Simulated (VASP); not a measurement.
# MnO2 (P4_2/mnm) in VASP: notebook, part 2 of 2

VASP 6.6.1. Earlier steps stand in the parts before.

## Step 3: Single point, PBE+U, collinear spin, ferromagnetic start (8.86 Å³/atom)

This run uses another cell than the first one, of 8.86 Å³/atom.

File INCAR:

```
ALGO = Normal
EDIFF = 1E-6
ENCUT = 520
GGA = PE
ISIF = 2
ISMEAR = 0
ISPIN = 2
LASPH = T
LCHARG = F
LDAU = T
LDAUJ = 0 0
LDAUL = 2 -1
LDAUPRINT = 1
LDAUTYPE = 2
LDAUU = 3.9 0
LMAXMIX = 4
LORBIT = 11
LREAL = F
LWAVE = F
MAGMOM = 3.05 3.05 0 0 0 0
NBANDS = 38
NELM = 150
PREC = Accurate
SIGMA = 0.1
```

File KPOINTS:

```
k-points
0
Gamma
  8 8 12
```

File POSCAR:

```
MnO2
1.0
    4.3061433833      0.0000000000      0.0000000000
    0.0000000000      4.3061433833      0.0000000000
    0.0000000000      0.0000000000      2.8677215681
Mn O
2 4
Direct
    0.0000000000      0.0000000000      0.0000000000
    0.5000000000      0.5000000000      0.5000000000
    0.3047289366      0.3047289366      0.0000000000
    0.1952710634      0.8047289366      0.5000000000
    0.6952710634      0.6952710634      0.0000000000
    0.8047289366      0.1952710634      0.5000000000
```

Potentials or basis: VASP PAW PBE potentials, release 64 (Mn_pv, O).

Launch:

```console
> cat potpaw_PBE.64/Mn_pv/POTCAR potpaw_PBE.64/O/POTCAR > POTCAR
> mpirun -np 1 vasp_std > vasp.out
```

OUTCAR:

```text
EDIFF = 1E-6
   ENCUT = 520
   GGA = PE
   ISIF = 2
   ISMEAR = 0
   ISPIN = 2
   LASPH = T
   LORBIT = 11
   LREAL = F
   NELM = 150
   PREC = Accurate

 ion  position               nearest neighbor table
   1  0.000  0.000  0.000-   3 1.86   5 1.86   4 1.86   6 1.86   4 1.86   6 1.86
   2  0.500  0.500  0.500-   4 1.86   6 1.86   5 1.86   3 1.86   3 1.86   5 1.86
   3  0.305  0.305  0.000-   1 1.86   2 1.86   2 1.86
   4  0.195  0.805  0.500-   2 1.86   1 1.86   1 1.86
   5  0.695  0.695  0.000-   1 1.86   2 1.86   2 1.86
   6  0.805  0.195  0.500-   2 1.86   1 1.86   1 1.86

  LATTYP: Found a simple tetragonal cell.
 ALAT       =     4.3061433833
 C/A-ratio  =     0.6659605389

  Lattice vectors:

 A1 = (   4.3061433833,   0.0000000000,   0.0000000000)
 A2 = (   0.0000000000,   4.3061433833,   0.0000000000)
 A3 = (   0.0000000000,   0.0000000000,   2.8677215681)

Analysis of symmetry for initial positions (statically):
[... 2210 lines left out ...]
  -------------------------------------------------------------------------------------
  Total        7.9174815      7.9174815      7.8816628     -0.0000000      0.0000000      0.0000000
  in kB      238.5523424    238.5523424    237.4731293     -0.0000000      0.0000000      0.0000000
  external PRESSURE =     238.1926047 kB  Pullay stress =       0.0000000 kB

 VOLUME and BASIS-vectors are now :
 -----------------------------------------------------------------------------
  energy-cutoff  :      520.00
  volume of cell :       53.18
      direct lattice vectors                 reciprocal lattice vectors
     4.306143383  0.000000000  0.000000000     0.232226359  0.000000000  0.000000000
     0.000000000  4.306143383  0.000000000     0.000000000  0.232226359  0.000000000
     0.000000000  0.000000000  2.867721568     0.000000000  0.000000000  0.348708888

 POSITION                                       TOTAL-FORCE (eV/Angst)
 -----------------------------------------------------------------------------------
      0.00000      0.00000      0.00000         0.000000      0.000000      0.000000
      2.15307      2.15307      1.43386         0.000000      0.000000      0.000000
      1.31221      1.31221      0.00000        -0.024021     -0.024021     -0.000000
      0.84087      3.46528      1.43386         0.024021     -0.024021      0.000000
      2.99394      2.99394      0.00000         0.024021      0.024021      0.000000
      3.46528      0.84087      1.43386        -0.024021      0.024021      0.000000
 -----------------------------------------------------------------------------------
    total drift:                               -0.000000      0.000000     -0.000000

  FREE ENERGIE OF THE ION-ELECTRON SYSTEM (eV)
  ---------------------------------------------------
  free  energy   TOTEN  =       -42.0061680060 eV

  energy  without entropy=      -42.0058784256  energy(sigma->0) =      -42.00602322

 total charge

# of ion       s       p       d       tot
------------------------------------------
    1        0.379   6.519   4.876  11.774
    2        0.379   6.519   4.876  11.774
    3        1.570   3.514   0.000   5.083
    4        1.570   3.514   0.000   5.083
    5        1.570   3.514   0.000   5.083
    6        1.570   3.514   0.000   5.083
--------------------------------------------------
tot          7.036  27.093   9.751  43.880

 magnetization (x)

# of ion       s       p       d       tot
------------------------------------------
    1        0.019   0.033   2.914   2.966
    2        0.019   0.033   2.914   2.966
    3       -0.002  -0.012   0.000  -0.014
    4       -0.002  -0.012   0.000  -0.014
    5       -0.002  -0.012   0.000  -0.014
    6       -0.002  -0.012   0.000  -0.014
--------------------------------------------------
tot          0.029   0.019   5.828   5.875
```

Run time: 7.3 min. Hardware: 1 thread of Intel Xeon 8259CL, shared host; peak memory 0.39 GiB.

What came out:

```
Free energy                                           : -42.0062 eV
Pressure                                              : 23.8 GPa
Largest force                                         : 0.034 eV/Å
Band gap on the k mesh                                : zero (filled and empty bands overlap)
Net moment                                            : 6.00 μB per cell
Site moments                                          : Mn +2.97; O -0.01 μB
Valence electrons inside the program's atomic spheres : Mn 11.77; O 5.08
```

Forces on the atoms (eV/Å):
```
Mn   0.000  0.000  0.000
Mn   0.000  0.000  0.000
O   -0.024 -0.024  0.000
O    0.024 -0.024  0.000
O    0.024  0.024  0.000
O   -0.024  0.024  0.000
```

Levels at points of the mesh, in eV from the Fermi level:
Spin up:
| k point | band 26 | band 27 | band 28 | band 29 | band 30 | band 31 |
| --- | --- | --- | --- | --- | --- | --- |
| (0.00, 0.00, 0.00) | -0.77 | -0.77 | -0.24 | -0.12 | 2.97 | 2.97 |
| (0.50, 0.00, 0.00) | -1.71 | -1.05 | -1.05 | 2.56 | 2.56 | 2.75 |
| (0.50, 0.50, 0.00) | -1.76 | -0.31 | -0.31 | 1.62 | 1.62 | 2.92 |
| (0.00, 0.00, 0.50) | -1.53 | -0.57 | -0.57 | 1.53 | 1.53 | 1.87 |
| (0.50, 0.00, 0.50) | -1.57 | -0.51 | -0.51 | 0.28 | 0.28 | 3.61 |
| (0.50, 0.50, 0.50) | -0.97 | -0.81 | -0.81 | 1.91 | 1.91 | 2.27 |
Spin down:
| k point | band 20 | band 21 | band 22 | band 23 | band 24 | band 25 |
| --- | --- | --- | --- | --- | --- | --- |
| (0.00, 0.00, 0.00) | -0.70 | -0.70 | 0.00 | 1.54 | 1.75 | 1.92 |
| (0.50, 0.00, 0.00) | -2.72 | -0.95 | -0.95 | 2.25 | 2.25 | 2.63 |
| (0.50, 0.50, 0.00) | -2.38 | -1.74 | -1.74 | 1.51 | 1.51 | 1.93 |
| (0.00, 0.00, 0.50) | -2.92 | -2.06 | -2.06 | 2.56 | 2.56 | 2.82 |
| (0.50, 0.00, 0.50) | -2.57 | -1.37 | -1.37 | 1.67 | 1.67 | 2.53 |
| (0.50, 0.50, 0.50) | -1.53 | -1.11 | -1.11 | 2.43 | 2.43 | 2.71 |

Eigenvalues of the final occupation matrices:
| site | spin | trace | eigenvalues |
| --- | --- | --- | --- |
| site 1 d | 1 | 3.91 | 0.50 0.52 0.96 0.97 0.98 |
| site 1 d | 2 | 1.00 | 0.07 0.11 0.12 0.33 0.35 |
| site 2 d | 1 | 3.91 | 0.50 0.52 0.96 0.97 0.98 |
| site 2 d | 2 | 1.00 | 0.07 0.11 0.12 0.33 0.35 |

Caveat: the cell stands under pressure; the run started ferromagnetic, and an antiferromagnetic order may lie lower in energy. The state reached can hang on the start; a lower one may exist.

## Step 4: Single point, PBE+U, collinear spin, ferromagnetic start (8.57 Å³/atom)

This run uses another cell than the first one, of 8.57 Å³/atom.

File INCAR:

```
SYSTEM = MnO2
PREC = Accurate
ENCUT = 520
EDIFF = 1E-6
ISMEAR = 0
SIGMA = 0.1
LREAL = .False.
LASPH = .True.
NELM = 150
ALGO = Normal
ISIF = 2
LWAVE = .False.
LCHARG = .False.
ISPIN = 2
MAGMOM = 3.05 3.05 0 0 0 0
LORBIT = 11
LMAXMIX = 4
LDAU = .True.
LDAUTYPE = 2
LDAUL = 2 -1
LDAUU = 3.9 0
LDAUJ = 0 0
LDAUPRINT = 1
GGA = PE
NBANDS = 38
```

File KPOINTS:

```
Automatic mesh
0
Gamma
  8 8 12
  0 0 0
```

File POSCAR:

```
MnO2
1.0
    4.2535017081      0.0000000000      0.0000000000
    0.0000000000      4.2535017081      0.0000000000
    0.0000000000      0.0000000000      2.8422482817
Mn O
2 4
Direct
    0.0000000000      0.0000000000      0.0000000000
    0.5000000000      0.5000000000      0.5000000000
    0.3043527663      0.3043527663      0.0000000000
    0.1956472337      0.8043527663      0.5000000000
    0.6956472337      0.6956472337      0.0000000000
    0.8043527663      0.1956472337      0.5000000000
```

Launch:

```console
> cat potpaw_PBE.64/Mn_pv/POTCAR potpaw_PBE.64/O/POTCAR > POTCAR
> mpirun -np 1 vasp_std > vasp.out
```

Run time: 2.1 min. Hardware: 1 thread of Intel Xeon 6975P-C (Granite Rapids), shared host; peak memory 0.38 GiB.

The run converged. Its results:

| Quantity | Value |
| --- | --- |
| Free energy | -41.6826 eV |
| Pressure | 35.1 GPa |
| Largest force | 0.034 eV/Å |
| Band gap on the k mesh | 0.09 eV |
| Net moment | 6.00 μB per cell |
| Site moments | Mn +2.93; O +0.00 μB |
| Valence electrons inside the program's atomic spheres | Mn 11.87; O 5.11 |

Forces on the atoms (eV/Å):
```
Mn   0.000  0.000  0.000
Mn   0.000  0.000  0.000
O   -0.024 -0.024  0.000
O    0.024 -0.024  0.000
O    0.024  0.024  0.000
O   -0.024  0.024  0.000
```

Levels at points of the mesh, in eV from the valence-band top:
Spin up:
```tsv
k point	band 25	band 26	band 27	band 28	band 29	band 30	band 31	band 32
(0.00, 0.00, 0.00)	-1.09	-0.81	-0.81	-0.28	0.09	3.15	3.15	3.96
(0.50, 0.00, 0.00)	-1.70	-1.70	-1.10	-1.10	2.80	2.80	2.91	2.91
(0.50, 0.50, 0.00)	-1.82	-1.82	-0.27	-0.27	1.88	1.88	3.10	3.10
(0.00, 0.00, 0.50)	-1.54	-1.54	-0.55	-0.55	1.75	1.75	2.05	2.05
(0.50, 0.00, 0.50)	-1.66	-1.66	-0.47	-0.47	0.47	0.47	3.85	3.85
(0.50, 0.50, 0.50)	-0.99	-0.99	-0.85	-0.85	2.09	2.09	2.50	2.50
```
Spin down:
| k point | band 19 | band 20 | band 21 | band 22 | band 23 | band 24 | band 25 | band 26 |
| --- | --- | --- | --- | --- | --- | --- | --- | --- |
| (0.00, 0.00, 0.00) | -1.50 | -0.71 | -0.71 | 0.00 | 1.50 | 1.75 | 1.88 | 1.88 |
| (0.50, 0.00, 0.00) | -2.81 | -2.81 | -0.99 | -0.99 | 2.25 | 2.25 | 2.65 | 2.65 |
| (0.50, 0.50, 0.00) | -2.51 | -2.51 | -1.78 | -1.78 | 1.47 | 1.47 | 1.89 | 1.89 |
| (0.00, 0.00, 0.50) | -3.11 | -3.11 | -2.12 | -2.12 | 2.56 | 2.56 | 2.86 | 2.86 |
| (0.50, 0.00, 0.50) | -2.68 | -2.68 | -1.44 | -1.44 | 1.62 | 1.62 | 2.58 | 2.58 |
| (0.50, 0.50, 0.50) | -1.63 | -1.63 | -1.12 | -1.12 | 2.44 | 2.44 | 2.71 | 2.71 |

Eigenvalues of the final occupation matrices:
```csv
site,spin,trace,eigenvalues
site 1 d,1,3.92,0.50 0.52 0.96 0.97 0.98
site 1 d,2,1.04,0.07 0.12 0.13 0.35 0.36
site 2 d,1,3.92,0.50 0.52 0.96 0.97 0.98
site 2 d,2,1.04,0.07 0.12 0.13 0.35 0.36
```

Caveat: the cell stands under pressure; the run started ferromagnetic, and an antiferromagnetic order may lie lower in energy. A k mesh can miss the band edges.

## Step 5: Overview

```tsv
task	cell	k mesh	cutoff (eV)	gap on the mesh (eV)	pressure (GPa)	moment (μB)	largest force (eV/Å)
relaxation of cell and atoms	relaxed from a = 4.398, b = 4.398, c = 2.873 Å, 6 atoms, atomic positions A	4 × 4 × 8	600	none	-0.1	6.08	0.01
single point	a = 4.306, b = 4.306, c = 2.868 Å, 6 atoms, atomic positions B	8 × 8 × 12	520	none	23.8	6.00	0.03
single point	a = 4.254, b = 4.254, c = 2.842 Å, 6 atoms, atomic positions C	8 × 8 × 12	520	0.09	35.1	6.00	0.03
```

Alike in all rows: level PBE+U; potentials or basis VASP PAW PBE potentials, release 64 (Mn_pv, O); spin collinear, ferromagnetic start; Mn d U = 3.9 eV; smearing gaussian 0.1 eV.

Caveats: the run started ferromagnetic, and an antiferromagnetic order may lie lower in energy; the cell stands under pressure (at least some runs).

Total energies depend on the potentials used, so only differences within one code and one set of settings carry meaning.
